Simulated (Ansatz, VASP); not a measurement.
**One calculation of Al3GaN4, two programs**

```
Al Ga N
1.0
     4.23243    0.00000    0.00000
     0.00000    4.23243    0.00000
     0.00000    0.00000    4.77842
Al Ga N
3 1 4
Direct
  0.50000 0.50000 0.00000
  0.50000 0.00000 0.50000
  0.00000 0.50000 0.50000
  0.00000 0.00000 0.00000
  0.74471 0.74471 0.25529
  0.74471 0.25529 0.74471
  0.25529 0.74471 0.74471
  0.25529 0.25529 0.25529
```

Alike in both runs: task single point; functional PBEsol; k mesh 6 × 6 × 6; occupations gaussian, width 0.05 eV; no spin polarisation.

```csv
,VASP,Ansatz
version,VASP 6.6.1,Ansatz 0.2.0
potentials or method,"VASP PAW PBE potentials, release 64 (Al, Ga_d, N), cutoff 520 eV","scalar-relativistic, plane waves, PAW"
valence electrons in the cell,42,42
```

Ansatz gave:

- gap on the k mesh at the Fermi level (eV): 2.89
- least direct gap on the mesh (eV): 2.94
- pressure (GPa): -1.0
- traceless stress, the component that is largest in VASP (GPa): -14.57
- rms of the force components (eV/Å): 0.046

Estimate VASP's values.

gap on the k mesh at the Fermi level (eV): 2.88; least direct gap on the mesh (eV): 2.94; pressure (GPa): -1.1; traceless stress, the component that is largest in VASP (GPa): -14.62; rms of the force components (eV/Å): 0.047.

VASP's potentials were made for PBE, not for PBEsol. Atom by atom the forces differ by 0.002 eV/Å (rms over components).
